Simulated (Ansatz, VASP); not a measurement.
One calculation of Mg3S2O, two programs

```
Mg S O
1.0
     4.87915    0.00000    0.00000
     0.00000    4.87915    0.00000
     0.00000    0.00000    4.99113
Mg S O
3 2 1
Direct
  0.00000 0.50000 0.50000
  0.50000 0.00000 0.50000
  0.50000 0.50000 0.50000
  0.50000 0.50000 0.00000
  0.00000 0.00000 0.50000
  0.00000 0.00000 0.00000
```

Alike in both runs: task relaxation of cell and atoms; functional PBE; k mesh 4 × 4 × 4; occupations gaussian, width 0.1 eV; no spin polarisation.

|  | VASP | Ansatz |
| --- | --- | --- |
| version | VASP 6.6.1 | Ansatz 0.2.0 |
| potentials or method | VASP PAW PBE potentials, release 64 (Mg, S, O), cutoff 600 eV | scalar-relativistic, plane waves, PAW |
| valence electrons in the cell | 24 | 48 |

```csv
,VASP,Ansatz,Ansatz less VASP
"gap on the k mesh at the Fermi level, each at its own relaxed structure (eV)",none,none,-
relaxed volume (Å³/atom),21.94,21.85,-0.093
relaxed length of the cell vector where the two differ most in proportion (Å),5.436,5.423,-0.0123
```

A gap of «none» marks a metal or a gap that the smearing closes. VASP's potentials hold 24 valence electrons a cell and Ansatz's 48, so a difference there can come from the potentials and not from the codes.
